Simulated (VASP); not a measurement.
# Ga (Fm-3m) in VASP: notebook, part 2 of 2

VASP 6.6.1. Earlier steps stand in the parts before.

## Step 3: Single point, BLYP (23.34 Å³/atom)

This run uses another cell than the first one, of 23.34 Å³/atom.

INCAR reads:

```
  AGGAC = 1.0
  AGGAX = 1.0
  ALDAC = 0.0
  ALDAX = 1.0
  ALGO = Normal
  EDIFF = 1E-7
  ENCUT = 520
  GGA = B5
  ISIF = 2
  ISMEAR = -1
  LASPH = True
  LCHARG = False
  LREAL = False
  LWAVE = False
  NBANDS = 12
  NELM = 60
  PREC = Accurate
  SIGMA = 0.1
```

KPOINTS reads:

```
k-points
0
Gamma
  20 20 20
```

POSCAR reads:

```
Ga
1.0
    0.0000000000      2.2683079510      2.2683079510
    2.2683079510      0.0000000000      2.2683079510
    2.2683079510      2.2683079510      0.0000000000
Ga
1
Direct
    0.0000000000      0.0000000000      0.0000000000
```

Potentials or basis: VASP PAW PBE potentials, release 64 (Ga_d).

Command:

```
> cat potpaw_PBE.64/Ga_d/POTCAR > POTCAR
> mpirun -np 1 vasp_std > vasp.out
```

OUTCAR:

```text
EDIFF = 1E-7
   ENCUT = 520
   GGA = B5
   ISIF = 2
   ISMEAR = -1
   LASPH = True
   LREAL = False
   NELM = 60
   PREC = Accurate

 ion  position               nearest neighbor table
   1  0.000  0.000  0.000-

  LATTYP: Found a face centered cubic cell.
 ALAT       =     4.5366159020

  Lattice vectors:

 A1 = (   0.0000000000,   2.2683079510,   2.2683079510)
 A2 = (   2.2683079510,   0.0000000000,   2.2683079510)
 A3 = (   2.2683079510,   2.2683079510,   0.0000000000)

Analysis of symmetry for initial positions (statically):
=====================================================================
 Subroutine PRICEL returns:
 Original cell was already a primitive cell.

 Routine SETGRP: Setting up the symmetry group for a
 face centered cubic supercell.

 Subroutine GETGRP returns: Found 48 space group operations
 (whereof 48 operations were pure point group operations)
 out of a pool of 48 trial point group operations.

The static configuration has the point symmetry O_h .

Analysis of symmetry for dynamics (positions and initial velocities):
[... 168 lines left out ...]
      4     -10.6001      2.00000
      5     -10.6001      2.00000
      6      -5.3718      2.00000
      7      13.9581      0.00000
      8      13.9581      0.00000
      9      13.9581      0.00000
     10      18.6450      0.00000
     11      18.6450      0.00000
     12      18.6450      0.00000
[... 331 lines left out ...]
 k-point    24 :      -0.3500    0.0500    0.0000
  band No.  band energies     occupation
      1     -10.6858      2.00000
      2     -10.6591      2.00000
      3     -10.6571      2.00000
      4     -10.5610      2.00000
      5     -10.5518      2.00000
      6      -2.4309      2.00000
      7       3.8429      1.93772
      8      11.5344      0.00000
      9      12.5425      0.00000
     10      17.0829      0.00000
     11      17.5068      0.00000
     12      17.8281      0.00000

 [... further k-points ...]

------------------------ aborting loop because EDIFF is reached ----------------------------------------

  FORCE on cell =-STRESS in cart. coord.  units (eV):
  Direction    XX          YY          ZZ          XY          YZ          ZX
  --------------------------------------------------------------------------------------
  -------------------------------------------------------------------------------------
  Total       -0.2864838     -0.2864838     -0.2864838      0.0000000     -0.0000000      0.0000000
  in kB      -19.6641276    -19.6641276    -19.6641276      0.0000000     -0.0000000      0.0000000
  external PRESSURE =     -19.6641276 kB  Pullay stress =       0.0000000 kB

 VOLUME and BASIS-vectors are now :
 -----------------------------------------------------------------------------
  energy-cutoff  :      520.00
  volume of cell :       23.34
      direct lattice vectors                 reciprocal lattice vectors
     0.000000000  2.268307951  2.268307951    -0.220428624  0.220428624  0.220428624
     2.268307951  0.000000000  2.268307951     0.220428624 -0.220428624  0.220428624
     2.268307951  2.268307951  0.000000000     0.220428624  0.220428624 -0.220428624

 POSITION                                       TOTAL-FORCE (eV/Angst)
 -----------------------------------------------------------------------------------
      0.00000      0.00000      0.00000        -0.000000     -0.000000      0.000000
 -----------------------------------------------------------------------------------
    total drift:                               -0.000000      0.000000     -0.000000

  FREE ENERGIE OF THE ION-ELECTRON SYSTEM (eV)
  ---------------------------------------------------
  free  energy   TOTEN  =        -2.1119861526 eV

  energy  without entropy=       -2.0952255340  energy(sigma->0) =       -2.10360584
```

Run time: 40 s. Hardware: 1 thread of Intel Xeon 6455B, shared host; peak memory 0.19 GiB.

What came out:

- Free energy: -2.1120 eV
- Pressure: -2.0 GPa
- Band gap on the k mesh: zero (an odd number of electrons rules out a gap without spin polarisation)

Caveat: the PAW data sets were made with another functional, which shifts forces and pressure a little.

## Step 4: Single point, BLYP (24.21 Å³/atom)

This run uses another cell than the first one, of 24.21 Å³/atom.

INCAR reads:

```
AGGAC = 1.0
AGGAX = 1.0
ALDAC = 0.0
ALDAX = 1.0
ALGO = Normal
EDIFF = 1E-6
ENCUT = 520
GGA = B5
ISIF = 2
ISMEAR = -1
LASPH = T
LCHARG = F
LREAL = F
LWAVE = F
NBANDS = 12
NELM = 100
PREC = Accurate
SIGMA = 0.1
```

KPOINTS is that of step 3.

POSCAR reads:

```
Ga
1.0
    0.0000000000      2.2959729696      2.2959729696
    2.2959729696      0.0000000000      2.2959729696
    2.2959729696      2.2959729696      0.0000000000
Ga
1
Direct
    0.0000000000      0.0000000000      0.0000000000
```

Command:

```
> cat potpaw_PBE.64/Ga_d/POTCAR > POTCAR
> mpirun -np 1 vasp_std > vasp.out
```

It took 32 s on 1 thread of Intel Xeon 6455B, shared host; peak memory 0.19 GiB.

It converged, with:

| Quantity | Value |
| --- | --- |
| Free energy | -2.0996 eV |
| Pressure | -2.7 GPa |
| Band gap on the k mesh | zero (an odd number of electrons rules out a gap without spin polarisation) |

Levels at points of the mesh, in eV from the Fermi level:
```
           k point  band 2  band 3  band 4  band 5  band 6  band 7  band 8  band 9  band 10  band 11
(0.00, 0.00, 0.00)  -14.84  -14.84  -14.78  -14.78   -9.34    9.44    9.44    9.44    14.19    14.19
(0.50, 0.00, 0.00)  -14.84  -14.84  -14.72  -14.72   -4.91   -2.74    7.70    7.70    12.31    13.02
(0.50, 0.50, 0.00)  -14.88  -14.73  -14.71  -14.71   -3.01   -1.68    4.13    4.13     7.54     7.95
```

Caveat: the PAW data sets were made with another functional, which shifts forces and pressure a little.

## Step 5: Overview

```tsv
cell	gap on the mesh (eV)	pressure (GPa)
a = 3.168 Å, angles 60.0°, 1 atom	none	-1.2
a = 3.208 Å, angles 60.0°, 1 atom	none	-2.0
a = 3.247 Å, angles 60.0°, 1 atom	none	-2.7
```

Alike in all rows: task single point; level BLYP; potentials or basis VASP PAW PBE potentials, release 64 (Ga_d); no spin polarisation; k mesh 20 × 20 × 20; cutoff (eV) 520; smearing fermi-dirac 0.1 eV.

Caveats: the PAW data sets were made with another functional, which shifts forces and pressure a little.

Total energies depend on the potentials used, so only differences within one code and one set of settings carry meaning.
